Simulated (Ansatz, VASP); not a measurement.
SbTe2O in VASP and in Ansatz

```
CELL_PARAMETERS angstrom
4.17640 0.00000 0.00000
0.00000 4.17640 0.00000
0.00000 0.00000 5.90303
ATOMIC_POSITIONS crystal
Sb 0.00000 0.00000 0.00000
Te 0.00000 0.00000 0.50000
Te 0.50000 0.50000 0.00000
O 0.50000 0.50000 0.50000
```

Change from the starting cell: species swapped into the LiNdSe2 type (P4/mmm, No. 123).

Alike in both runs: functional PBE; k mesh 12 × 12 × 8; occupations gaussian, width 0.1 eV; no spin polarisation.

Ansatz relaxed the structure, and its values are those at the end. VASP's run is a single point on that final structure, the one shown.

|  | VASP | Ansatz |
| --- | --- | --- |
| version | VASP 6.6.1 | Ansatz 0.2.0 |
| potentials or method | VASP PAW PBE potentials, release 64 (Sb, Te, O), cutoff 520 eV | scalar-relativistic, plane waves, PAW |
| valence electrons in the cell | 23 | 53 |

|  | VASP | Ansatz | Ansatz less VASP |
| --- | --- | --- | --- |
| gap on the k mesh at the Fermi level (eV) | none | none | - |
| pressure (GPa) | 0.0 | 0.0 | +0.06 |

A gap of «none» marks a metal or a gap that the smearing closes. With one functional, cell and mesh, what is left measures potentials, basis and numerics. VASP's potentials hold 23 valence electrons a cell and Ansatz's 53, so a difference there can come from the potentials and not from the codes.

Spin-orbit coupling is off throughout.
